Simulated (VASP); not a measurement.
A run of VASP 6.6.1:

The input INCAR:

```
ALGO = Normal ; EDIFF = 1E-6
ENCUT = 520 ; GGA = PE
ISIF = 2 ; ISMEAR = -1
LASPH = T ; LCHARG = F
LREAL = F ; LWAVE = F
NBANDS = 12 ; NELM = 60
PREC = Accurate ; SIGMA = 0.05
```

KPOINTS

```
k-points
0
Gamma
  9 9 9
```

Contents of POSCAR:

```
Sb
1.0
    2.1542000000      1.2437279499      3.7580000000
   -2.1542000000      1.2437279499      3.7580000000
    0.0000000000     -2.4874558998      3.7580000000
Sb
2
Direct
    0.2334900000      0.2334900000      0.2334900000
    0.7665100000      0.7665100000      0.7665100000
```

Potentials or basis: VASP PAW PBE potentials, release 64 (Sb).

The run is started by

```sh
$ cat potpaw_PBE.64/Sb/POTCAR > POTCAR
$ mpirun -np 1 vasp_std > vasp.out
```

Hardware: 1 thread of AMD EPYC 7R43 64-Core Processor (Zen 3), with other jobs on the host.

Problem. How long does it take, and how much memory?

Solution. It took 83 s on 1 thread of AMD EPYC 7R43 64-Core Processor (Zen 3), on a shared host, peak memory 0.18 GiB. Counts: scf iterations 10, k points 85.
